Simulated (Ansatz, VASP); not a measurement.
One calculation of AgCl, two programs

The input INCAR:

```
SYSTEM = AgCl
ALGO = Normal ; EDIFF = 1E-8
ENCUT = 520 ; ISIF = 2
ISMEAR = -1 ; LASPH = .TRUE.
LCHARG = .FALSE. ; LEFG = .TRUE.
LREAL = .FALSE. ; LWAVE = .FALSE.
NBANDS = 16 ; NELM = 80
PREC = Accurate ; SIGMA = 0.02
```

The input KPOINTS:

```
k-points
0
G
  8 8 8
  0 0 0
```

The input POSCAR:

```
AgCl
1.0
    0.0000000000      2.8008815000      2.7731500000
    2.8008815000      0.0000000000      2.7731500000
    2.8008815000      2.8008815000      0.0000000000
Ag Cl
1 1
Direct
    0.5000000000      0.5000000000      0.5000000000
    0.0000000000      0.0000000000      0.0000000000
```

Input for Ansatz:

```yaml
crystal:
  lattice:
    - [0.0, 2.8008815, 2.77315]
    - [2.8008815, 0.0, 2.77315]
    - [2.8008815, 2.8008815, 0.0]
  atoms:
    - { symbol: Ag, position: [0.5, 0.5, 0.5] }
    - { symbol: Cl, position: [0.0, 0.0, 0.0] }
kpoints:
  mp_grid: { grid: [8, 8, 8] }
scf:
  occupations: { method: fermi_dirac, width: 0.02 }
hamiltonian:
  xc: lda
  pseudopotentials: { kind: all_electron, datasets: crystal }
output:
  forces: true
  stress: true
  eigenvalues: true
  efg: { contact_densities: true }
```

Change from the starting cell: equal xx and yy strain of +1 %, crystal datasets.

Alike in both runs: task electric field gradients; functional LDA; k mesh 8 × 8 × 8; occupations fermi-dirac, width 0.02 eV; no spin polarisation.

```csv
,VASP,Ansatz
version,VASP 6.6.1,Ansatz 0.2.0
potentials or method,"VASP PAW LDA potentials, release 64 (Ag, Cl), cutoff 520 eV","all-electron PAW with datasets made for the crystal, scalar-relativistic"
```

VASP gave:

```
pressure (GPa)                                       : -6.3
size of Vzz on the site where it differs most (V/Å²) : 5.6
```

Task: Which values does Ansatz return?

Result: Pressure (GPa): -6.3; size of Vzz on the site where it differs most (V/Å²): 4.3.

LDA's correlation is that of Perdew and Zunger in VASP and of Perdew and Wang (1992) in Ansatz. Ansatz ran all-electron here, and VASP with PAW potentials.
